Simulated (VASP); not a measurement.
Input of a VASP 6.6.1 run:

Contents of INCAR:

```
  PREC = Accurate
  ENCUT = 520
  EDIFF = 1E-6
  ISMEAR = 0
  SIGMA = 0.1
  LREAL = False
  LASPH = True
  NELM = 120
  ALGO = Normal
  ISIF = 2
  LWAVE = False
  LCHARG = False
  GGA = PE
  NBANDS = 40
  GGA_COMPAT = False
```

The input KPOINTS:

```
regular mesh
0
Gamma
  4 4 3
```

File POSCAR:

```
Be2NbF6
1.0
    2.4074980600      4.1699089600      0.0000000000
   -2.4074980000      4.1699089300      0.0000000000
    0.0000000000      0.0000000000      4.4791480000
Nb F Be
1 6 2
Direct
   -0.0096533213      0.0042270638     -0.0032204785
    0.3560031167      0.6174999160      0.3042650075
   -0.0269345765      0.4001930881      0.3105298150
    0.6215600654     -0.0066236185      0.3216453218
    0.0056159253      0.6268945309      0.6815660032
    0.6479117082      0.3962134882      0.6836652863
    0.4111475676     -0.0446484394      0.7274483897
    0.3492053099      0.3495056304      0.4822042049
    0.7180487747      0.6289911901      0.4896096311
```

Potentials or basis: VASP PAW PBE potentials, release 64 (Nb_sv, F, Be).

Launch:

```sh
$ cat potpaw_PBE.64/Nb_sv/POTCAR potpaw_PBE.64/F/POTCAR potpaw_PBE.64/Be/POTCAR > POTCAR
$ mpirun -np 1 vasp_std > vasp.out
```

Problem. Predict the pressure.

Solution. 8.7 GPa.

Problem. Predict the largest force.

Solution. 5.598 eV/Å.

Problem. What does it give for the band gap on the k mesh?

Solution. Zero (an odd number of electrons rules out a gap without spin polarisation).

Forces in eV/Å, atoms in the order of the input:
```
Nb   0.540  0.342 -0.232
F   -0.851  0.481 -2.363
F    3.556 -0.787 -4.252
F   -0.529  0.913 -1.803
F    0.472  1.507  2.662
F    1.234 -1.761  2.008
F   -1.674 -0.372  1.355
Be   0.419 -0.535  0.682
Be  -3.166  0.211  1.943
```

Caveat: the k points lie up to 0.47 Å⁻¹ apart, too coarse for converged energies and pressures of a metal; an odd number of electrons without spin polarisation forces a metal; a magnetic or distorted state may lie lower.
